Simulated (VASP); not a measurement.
# Au (Fm-3m) in VASP: a series of runs

Au is run at these levels: PBE; tasks: relaxation of cell and atoms, single point.

All numbers are computed with VASP 6.6.1; they aren't measurements. Logs are shortened: lines on timing, memory, paths and dates and some standing lists are left out, and cuts for length are marked.

### Step 1. The cell of the first run

Symmetry: Fm-3m, No. 225, cubic system. Conventional cell: a = 4.166 Å, b = 4.166 Å, c = 4.166 Å, α = 90.00°, β = 90.00°, γ = 90.00°. Within 3.9 Å of Au (site symmetry m-3m) lie 12 Au at 2.95 Å.

### Step 2. Relaxation of cell and atoms, PBE

INCAR reads:

```
PREC = Accurate
ENCUT = 600
EDIFF = 1E-7
ISMEAR = 0
SIGMA = 0.1
LREAL = F
LASPH = T
NELM = 60
ALGO = Fast
ISIF = 3
LWAVE = F
LCHARG = F
GGA = PE
IBRION = 2
NSW = 100
EDIFFG = -0.005
```

KPOINTS reads:

```
regular mesh
0
Gamma
  18 18 18
```

POSCAR reads:

```
Au
1.0
    0.0000000000      2.0830626659      2.0830626659
    2.0830626659      0.0000000000      2.0830626659
    2.0830626659      2.0830626659      0.0000000000
Au
1
Direct
    0.0000000000      0.0000000000      0.0000000000
```

Potentials or basis: VASP PAW PBE potentials, release 64 (Au).

Command:

```console
$ cat potpaw_PBE.64/Au/POTCAR > POTCAR
$ mpirun -np 1 vasp_std > vasp.out
```

OUTCAR:

```text
PREC = Accurate
   ENCUT = 600
   EDIFF = 1E-7
   ISMEAR = 0
   LREAL = F
   LASPH = T
   NELM = 60
   ISIF = 3
   GGA = PE
   IBRION = 2
   NSW = 100
   EDIFFG = -0.005

 ion  position               nearest neighbor table
   1  0.000  0.000  0.000-

  LATTYP: Found a face centered cubic cell.
 ALAT       =     4.1661253318

  Lattice vectors:

 A1 = (   0.0000000000,   2.0830626659,   2.0830626659)
 A2 = (   2.0830626659,   0.0000000000,   2.0830626659)
 A3 = (   2.0830626659,   2.0830626659,   0.0000000000)

Analysis of symmetry for initial positions (statically):
=====================================================================
 Subroutine PRICEL returns:
 Original cell was already a primitive cell.

 Routine SETGRP: Setting up the symmetry group for a
 face centered cubic supercell.

 Subroutine GETGRP returns: Found 48 space group operations
 (whereof 48 operations were pure point group operations)
 out of a pool of 48 trial point group operations.

The static configuration has the point symmetry O_h .

Analysis of symmetry for dynamics (positions and initial velocities):
=====================================================================
 Subroutine PRICEL returns:
 Original cell was already a primitive cell.

 Routine SETGRP: Setting up the symmetry group for a
 face centered cubic supercell.

 Subroutine GETGRP returns: Found 48 space group operations
 (whereof 48 operations were pure point group operations)
 out of a pool of 48 trial point group operations.

The dynamic configuration has the point symmetry O_h .

 Subroutine INISYM returns: Found 48 space group operations
 (whereof 48 operations are pure point group operations),
 and found     1 'primitive' translations

----------------------------------------------------------------------------------------

                                     Primitive cell

  volume of cell :      18.0774

  direct lattice vectors                    reciprocal lattice vectors
     0.000000000  2.083062666  2.083062666    -0.240031185  0.240031185  0.240031185
     2.083062666  0.000000000  2.083062666     0.240031185 -0.240031185  0.240031185
     2.083062666  2.083062666  0.000000000     0.240031185  0.240031185 -0.240031185

  length of vectors
     2.945895473  2.945895473  2.945895473     0.415746208  0.415746208  0.415746208

  position of ions in fractional coordinates (direct lattice)
     0.000000000  0.000000000  0.000000000

  ion indices of the primitive-cell ions
   primitive index   ion index
                 1           1

----------------------------------------------------------------------------------------

 KPOINTS: regular mesh

Automatic generation of k-mesh.
 Grid dimensions read from file:
 generate k-points for:   18   18   18

 Generating k-lattice:

  Cartesian coordinates                     Fractional coordinates (reciprocal lattice)
    -0.013335066  0.013335066  0.013335066     0.055555556  0.000000000  0.000000000
     0.013335066 -0.013335066  0.013335066     0.000000000  0.055555556  0.000000000
     0.013335066  0.013335066 -0.013335066     0.000000000  0.000000000  0.055555556

  Length of vectors
     0.023097012  0.023097012  0.023097012

  Shift w.r.t. Gamma in fractional coordinates (k-lattice)
     0.000000000  0.000000000  0.000000000

 Subroutine IBZKPT returns following result:
 ===========================================

 Found    195 irreducible k-points:

 Following reciprocal coordinates:
            Coordinates               Weight
  0.000000  0.000000  0.000000      1.000000
  0.055556  0.000000  0.000000      8.000000
  0.111111  0.000000  0.000000      8.000000
  0.166667  0.000000  0.000000      8.000000
  0.222222  0.000000  0.000000      8.000000
  0.277778  0.000000  0.000000      8.000000
[... 16 lines left out ...]
 -0.277778  0.055556  0.000000     24.000000
 -0.222222  0.055556  0.000000     24.000000
 [... further k-points ...]
   k-points           NKPTS =    195   k-points in BZ     NKDIM =    195   number of bands    NBANDS=      9
   number of dos      NEDOS =    301   number of ions     NIONS =      1
   total plane-waves  NPLWV =  13824
   dimension x,y,z NGX =    24 NGY =   24 NGZ =   24
   dimension x,y,z NGXF=    48 NGYF=   48 NGZF=   48
   ions per type =               1
   NGX,Y,Z   is equivalent  to a cutoff of  13.54, 13.54, 13.54 a.u.
   NGXF,Y,Z  is equivalent  to a cutoff of  27.09, 27.09, 27.09 a.u.
 SYSTEM =  unknown system
   PREC   = accura    normal or accurate (medium, high low for compatibility)
   ISTART =      0    job   : 0-new  1-cont  2-samecut
   ICHARG =      2    charge: 1-file 2-atom 10-const
   ISPIN  =      1    spin polarized calculation?
   LNONCOLLINEAR =      F non collinear calculations
   LSORBIT =      F    spin-orbit coupling
   LASPH  =      T    aspherical Exc in radial PAW
   ENCUT  =  600.0 eV  44.10 Ry    6.64 a.u.   5.88  5.88  5.88*2*pi/ulx,y,z
   NELM   =     60;   NELMIN=  2; NELMDL= -5     # of ELM steps
   EDIFF  = 0.1E-06   stopping-criterion for ELM
   LREAL  =      F    real-space projection
   EDIFFG = -.5E-02   stopping-criterion for IOM
   NSW    =    100    number of steps for IOM
   IBRION =      2    ionic relax: 0-MD 1-quasi-New 2-CG
   NFREE  =      1    steps in history (QN), initial steepest desc. (CG)
   ISIF   =      3    stress and relaxation
   ISYM   =      2    0-nonsym 1-usesym 2-fastsym
   POTIM  = 0.5000    time-step for ionic-motion
   TEBEG  =    0.0;   TEEND  =   0.0 temperature during run
   PSTRESS=    0.0 pullay stress
   NELECT =      11.0000    total number of electrons
   NUPDOWN=      -1.0000    fix difference up-down
   EMIN   =  10.00;   EMAX   =-10.00  energy-range for DOS
   EFERMI =   0.00;   METHOD = LEGACY
   ISMEAR =     0;   SIGMA  =   0.10  broadening in eV -4-tet -1-fermi 0-gaus
   EFERMI_NEDOS =   21; number of points for ismear=-14 and -15
   IALGO  =     68    algorithm
   IMIX   =      4    mixing-type and parameters
     AMIX     =   0.40;   BMIX     =  1.00
     AMIX_MAG =   1.60;   BMIX_MAG =  1.00
  volume/ion in A,a.u.               =      18.08       121.99
  Fermi-wavevector in a.u.,A,eV,Ry     =   1.387267  2.621555 26.184545  1.924510
  Thomas-Fermi vector in A             =   2.511504
   LORBIT       =      0    0 simple, 1 ext, 2 COOP (PROOUT), +10 PAW based schemes
   GGA     = PE    functional components
   LHFCALC =     F    Hartree Fock is set to
   AEXX    =    0.0000 exact exchange contribution
   IVDW    =     0    specifies the selected vdW correction
   LEPSILON=     F    determine dielectric tensor
   LRPA    =     F    only Hartree local field effects (RPA)
 conjugate gradient relaxation of ions
 non-spin polarized calculation
 RMM-DIIS sequential band-by-band and
 Gauss-broadening in eV      SIGMA  =   0.10
  energy-cutoff  :      600.00
  volume of cell :       18.08
 maximum number of plane-waves:       620
   NGX = 11   NGY = 11   NGZ = 11

--------------------------------------- Ionic step        1  -------------------------------------------

 number of electron      11.0000001 magnetization

 Free energy of the ion-electron system (eV)
  ---------------------------------------------------
  ext. energy  EPLUGINS =         0.00000000
  ---------------------------------------------------
  free energy    TOTEN  =        -3.22190673 eV

  energy without entropy =       -3.22064904  energy(sigma->0) =       -3.22127789

------------------------ aborting loop because EDIFF is reached ----------------------------------------

  FORCE on cell =-STRESS in cart. coord.  units (eV):
  Direction    XX          YY          ZZ          XY          YZ          ZX
  --------------------------------------------------------------------------------------
  -------------------------------------------------------------------------------------
  Total       -0.1132715     -0.1132715     -0.1132715      0.0000000      0.0000000     -0.0000000
  in kB      -10.0390882    -10.0390882    -10.0390882      0.0000000      0.0000000     -0.0000000
  external PRESSURE =     -10.0390882 kB  Pullay stress =       0.0000000 kB
[... 160 lines left out ...]
  energy  without entropy=       -3.2210303773  energy(sigma->0) =       -3.22166424

--------------------------------------- Ionic step        6  -------------------------------------------

 number of electron      11.0000002 magnetization

 Free energy of the ion-electron system (eV)
  ---------------------------------------------------
  ext. energy  EPLUGINS =         0.00000000
  ---------------------------------------------------
  free energy    TOTEN  =        -3.22229825 eV

  energy without entropy =       -3.22103047  energy(sigma->0) =       -3.22166436

 E-fermi :   8.5786     XC(G=0): -12.4054

 val. band max:        8.5635793236   @ k =   0.5000   0.2778   0.1111
 cond. band min:       8.6071842034   @ k =   0.5000   0.1667   0.0556
 fundamental gap:      0.0436048798
 Fermi energy:         8.5786451281

 k-point     1 :       0.0000    0.0000    0.0000
  band No.  band energies     occupation
      1      -0.6887      2.00000
      2       4.2054      2.00000
      3       4.2054      2.00000
      4       4.2054      2.00000
      5       5.5858      2.00000
      6       5.5858      2.00000
      7      23.2067      0.00000
      8      26.9052      0.00000
      9      26.9052      0.00000
[... 265 lines left out ...]
 k-point    24 :      -0.2222    0.0556    0.0000
  band No.  band energies     occupation
      1       1.0333      2.00000
      2       3.9756      2.00000
      3       4.4885      2.00000
      4       4.5208      2.00000
      5       5.5064      2.00000
      6       5.9451      2.00000
      7      19.8658      0.00000
      8      24.1197      0.00000
      9      26.6532      0.00000

 [... further k-points ...]
[... 5 lines left out ...]
  --------------------------------------------------------------------------------------
  -------------------------------------------------------------------------------------
  Total       -0.0049041     -0.0049041     -0.0049041      0.0000000      0.0000000      0.0000000
  in kB       -0.4375712     -0.4375712     -0.4375712      0.0000000      0.0000000      0.0000000
  external PRESSURE =      -0.4375712 kB  Pullay stress =       0.0000000 kB
[... 16 lines left out ...]
  FREE ENERGIE OF THE ION-ELECTRON SYSTEM (eV)
  ---------------------------------------------------
  free  energy   TOTEN  =        -3.2222982503 eV

  energy  without entropy=       -3.2210304711  energy(sigma->0) =       -3.22166436

 reached required accuracy - stopping structural energy minimisation
```

Run time: 78 s. Hardware: 1 thread of Intel Xeon Platinum 8259CL at 2.50GHz (Skylake/Cascade Lake), shared host; peak memory 0.18 GiB.

Results:

| Property | Result |
| --- | --- |
| Free energy | -3.2223 eV |
| Relaxed volume | 17.96 Å³/atom |
| Relaxed cell | a = 2.939 Å, b = 2.939 Å, c = 2.939 Å, α = 60.00°, β = 60.00°, γ = 60.00° |
| Space group after relaxing (to 0.05 Å) | Fm-3m (No. 225) |
| Energy gained by relaxing | 0.4 meV/atom |
| Ionic steps | 6 |
| Pressure after relaxing | 0.0 GPa |

Step by step:
```
step  energy change (eV)  largest force (eV/Å)  pressure (GPa)  volume (Å³)
   1              0.0000                0.0000           -1.00        18.08
   2              0.0003                0.0000            1.30        17.78
   3             -0.0004                0.0000            0.07        17.95
   4             -0.0004                0.0000           -0.09        17.96
   5             -0.0004                0.0000           -0.05        17.96
   6             -0.0004                0.0000           -0.04        17.96
```

Final structure:
```
Au
1.0
     0.00000    2.07841    2.07841
     2.07841    0.00000    2.07841
     2.07841    2.07841    0.00000
Au
1
Direct
  0.00000 0.00000 0.00000
```

Caveat: spin-orbit coupling is left out, which moves the levels of the heavy elements.

### Step 3. Single point, PBE

INCAR reads:

```
SYSTEM = Au
PREC = Accurate ; ENCUT = 500
EDIFF = 1E-6 ; ISMEAR = 0
SIGMA = 0.1 ; LREAL = .FALSE.
LASPH = .TRUE. ; NELM = 120
ALGO = Normal ; ISIF = 2
LWAVE = .FALSE. ; LCHARG = .FALSE.
GGA = PE ; NBANDS = 12
GGA_COMPAT = .FALSE.
```

KPOINTS reads:

```
regular mesh
0
G
  8 8 8
  0 0 0
```

POSCAR is that of step 2.

Potentials or basis: VASP PAW PBE potentials, release 64 (Au).

Command:

```console
$ cat potpaw_PBE.64/Au/POTCAR > POTCAR
$ mpirun -np 1 vasp_std > vasp.out
```

Wall time 8.8 s (1 thread of AMD EPYC 7R13 (Zen 3), shared host); peak memory 0.11 GiB.

Results (log left out):

| Property | Result |
| --- | --- |
| Free energy | -3.1881 eV |
| Pressure | -0.3 GPa |

Levels at points of the mesh, in eV from the Fermi level:
```csv
k point,band 4,band 5,band 6,band 7,band 8,band 9
"(0.00, 0.00, 0.00)",-4.28,-2.92,-2.92,14.69,18.35,18.35
"(0.50, 0.00, 0.00)",-1.83,-1.83,-0.58,2.87,14.13,16.79
"(0.50, 0.50, 0.00)",-1.54,-1.54,1.29,5.41,9.94,9.94
```

Caveat: spin-orbit coupling is left out, which moves the levels of the heavy elements.
